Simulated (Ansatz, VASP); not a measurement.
# One calculation of MgO, two programs

```
Mg O
1.0
     3.48638    0.00000    0.00000
    -1.74319    3.01929    0.00000
     0.00000    0.00000    4.17804
Mg O
2 2
Cartesian
  1.7432 1.0064 3.1335
  0.0000 2.0129 1.0445
  1.7632 1.0064 1.0445
  0.0000 2.0129 3.1335
```

Alike in both runs: task single point; functional r2SCAN; k mesh 5 × 5 × 4; no spin polarisation.

|  | VASP | Ansatz |
| --- | --- | --- |
| version | VASP 6.6.1 | Ansatz 0.2.0 |
| potentials or method | VASP PAW PBE potentials, release 64 (Mg, O) | plane waves, PAW |
| plane-wave cutoff (eV) | 520 | 500 |
| occupations | gaussian, width 0.01 eV | fixed |
| valence electrons in the cell | 16 | 32 |

Ansatz gave:

| Item | Value |
| --- | --- |
| gap on the k mesh at the Fermi level (eV) | 4.10 |

Question: What did VASP give for the same quantities?

Answer: gap on the k mesh at the Fermi level (eV): 4.08.

VASP's potentials were made for PBE, not for r2SCAN. VASP's potentials hold 16 valence electrons a cell and Ansatz's 32, so a difference there can come from the potentials and not from the codes.
